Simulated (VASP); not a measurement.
A run of VASP 6.6.1 is set up as follows.

INCAR

```
PREC     = Accurate       # precision mode
ENCUT    = 600            # plane-wave cutoff, eV
EDIFF    = 1E-7           # SCF threshold, eV
ISMEAR   = 0              # smearing method
SIGMA    = 0.01           # smearing width, eV
LREAL    = F              # projectors in reciprocal space
LASPH    = T              # aspherical terms in the spheres
NELM     = 120            # most SCF steps
ALGO     = Normal         # electronic algorithm
ISIF     = 3              # what is computed and relaxed
LWAVE    = F              # write WAVECAR
LCHARG   = F              # write CHGCAR
GGA      = PE             # functional
IBRION   = 2              # ionic algorithm
NSW      = 80             # ionic steps
EDIFFG   = -0.01          # ionic threshold
PSTRESS  = 100.0        
GGA_COMPAT= F            
NELMIN   = 4
```

File KPOINTS:

```
regular mesh
0
Gamma
  6 6 6
```

The input POSCAR:

```
SrO
1.0
    0.0000000000      2.5663000000      2.5663000000
    2.5663000000      0.0000000000      2.5663000000
    2.5663000000      2.5663000000      0.0000000000
Sr O
1 1
Direct
    0.5000000000      0.5000000000      0.5000000000
    0.0000000000      0.0000000000      0.0000000000
```

Potentials or basis: VASP PAW PBE potentials, release 64 (Sr_sv, O).

Command:

```console
$ cat potpaw_PBE.64/Sr_sv/POTCAR potpaw_PBE.64/O/POTCAR > POTCAR
$ mpirun -np 1 vasp_std > vasp.out
```

Task: Estimate the relaxed volume.

Result: 16.01 Å³/atom.

Task: Estimate the space group after relaxing (to 0.1 Å).

Result: Fm-3m (No. 225).

Final structure:
```
Sr O
1.0
     0.00000    2.52057    2.52057
     2.52057    0.00000    2.52057
     2.52057    2.52057    0.00000
Sr O
1 1
Direct
  0.50000 0.50000 0.50000
  0.00000 0.00000 0.00000
```

Caveat: the cell is relaxed towards a set pressure, so the run minimises the enthalpy, not the energy.
